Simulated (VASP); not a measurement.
A run of VASP 6.6.1 is set up as follows.

File INCAR:

```
SYSTEM = TiO2
  PREC = Accurate
  ENCUT = 600
  EDIFF = 1E-6
  ISMEAR = 0
  SIGMA = 0.02
  LREAL = .False.
  LASPH = .True.
  NELM = 120
  ALGO = Normal
  ISIF = 2
  LWAVE = .False.
  LCHARG = .False.
  GGA = PE
  NBANDS = 33
  GGA_COMPAT = .False.
```

File KPOINTS:

```
regular mesh
0
Gamma
  10 10 10
  0 0 0
```

File POSCAR:

```
TiO2
1.0
   -1.8900000000      1.8900000000      4.7800000000
    1.8900000000     -1.8900000000      4.7800000000
    1.8900000000      1.8900000000     -4.7800000000
Ti O
2 4
Direct
    0.0000000000      0.0000000000      0.0000000000
    0.7500000000      0.2500000000      0.5000000000
    0.2080000000      0.2080000000      0.0000000000
    0.9580000000      0.4580000000      0.5000000000
    0.5420000000      0.0420000000      0.5000000000
    0.7920000000      0.7920000000      0.0000000000
```

Potentials or basis: VASP PAW PBE potentials, release 64 (Ti_sv, O).

Launch:

```sh
$ cat potpaw_PBE.64/Ti_sv/POTCAR potpaw_PBE.64/O/POTCAR > POTCAR
$ mpirun -np 1 vasp_std > vasp.out
```

**Question.** Predict the pressure.

**Answer.** 5.1 GPa.

**Question.** What does it give for the band gap on the k mesh?

**Answer.** 2.11 eV (least direct gap 2.45 eV).

Forces on the atoms (eV/Å):
```
Ti   0.000  0.000  0.000
Ti   0.000  0.000  0.000
O    0.000  0.000  0.046
O    0.000  0.000  0.046
O    0.000  0.000 -0.046
O    0.000  0.000 -0.046
```

Caveat: the cell stands under pressure. A k mesh can miss the band edges.
